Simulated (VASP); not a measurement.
A run of VASP 6.6.1:

INCAR

```
PREC = Accurate
ENCUT = 600
EDIFF = 1E-6
ISMEAR = -1
SIGMA = 0.05
LREAL = False
LASPH = True
NELM = 80
ALGO = Normal
ISIF = 3
LWAVE = False
LCHARG = False
GGA = PE
IVDW = 12
IBRION = 2
NSW = 60
EDIFFG = -0.01
```

File KPOINTS:

```
regular mesh
0
Gamma
  12 12 12
```

Contents of POSCAR:

```
Sb
1.0
   -1.5765401831      1.5765401831      2.7119384313
    1.5765401831     -1.5765401831      2.7119384313
    1.5765401831      1.5765401831     -2.7119384313
Sb
1
Direct
    0.0000000000      0.0000000000      0.0000000000
```

Potentials or basis: VASP PAW PBE potentials, release 64 (Sb).

Launch:

```sh
$ cat potpaw_PBE.64/Sb/POTCAR > POTCAR
$ mpirun -np 1 vasp_std > vasp.out
```

Hardware: 1 thread of Intel Xeon 8259CL, on a shared host.

**Question.** Estimate the wall time of this run.

**Answer.** Wall time 2.3 min on 1 thread of Intel Xeon 8259CL, on a shared host, peak memory 0.2 GiB. Counts: scf iterations 48, k points 163, ion steps 9.
